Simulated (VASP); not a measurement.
Set up this calculation in VASP 6.6.1, as the native input.

- Task: single point
- Functional: revPBE
- Potentials or basis: VASP PAW PBE potentials, release 64 (Hf_pv)
- Cutoff: 520 eV
- k mesh: 12 × 12 × 12
- Occupations: fermi-dirac, width 0.1 eV
- Spin: no spin polarisation
- Dipole correction: no
- Further INCAR settings: ALGO = Normal; EDIFF = 1e-06; NBANDS = 11

The structure of Hf lies in POSCAR:

```
Hf
1.0
    2.9006055617      0.0000000000      0.0000000000
    0.0000000000      2.9006055617      0.0000000000
    0.0000000000      0.0000000000      2.9006055617
Hf
1
Direct
    0.0000000000      0.0000000000      0.0000000000
```

This cell differs from its parent crystal: volume scaled by 0.96.

One way to write it, as run:

INCAR

```
ALGO = Normal
EDIFF = 1E-6
ENCUT = 520
GGA = RE
ISIF = 2
ISMEAR = -1
LASPH = T
LCHARG = F
LREAL = F
LWAVE = F
NBANDS = 11
NELM = 60
PREC = Accurate
SIGMA = 0.1
```

KPOINTS

```
k-points
0
Gamma
  12 12 12
```

Potentials or basis: VASP PAW PBE potentials, release 64 (Hf_pv).

Launch:

```bash
$ cat potpaw_PBE.64/Hf_pv/POTCAR > POTCAR
$ mpirun -np 1 vasp_std > vasp.out
```

It gave:

The pressure is 2.9 GPa and the band gap on the k mesh is zero (band 5 reaches 4.89 eV, above the bottom of band 6 at 2.53 eV).

Caveat: the PAW data sets were made with another functional, which shifts forces and pressure a little; spin-orbit coupling is left out, which moves the levels of the heavy elements.

It used 8.3 s of CPU time on 1 thread of Intel Xeon 6975P-C (shared host).
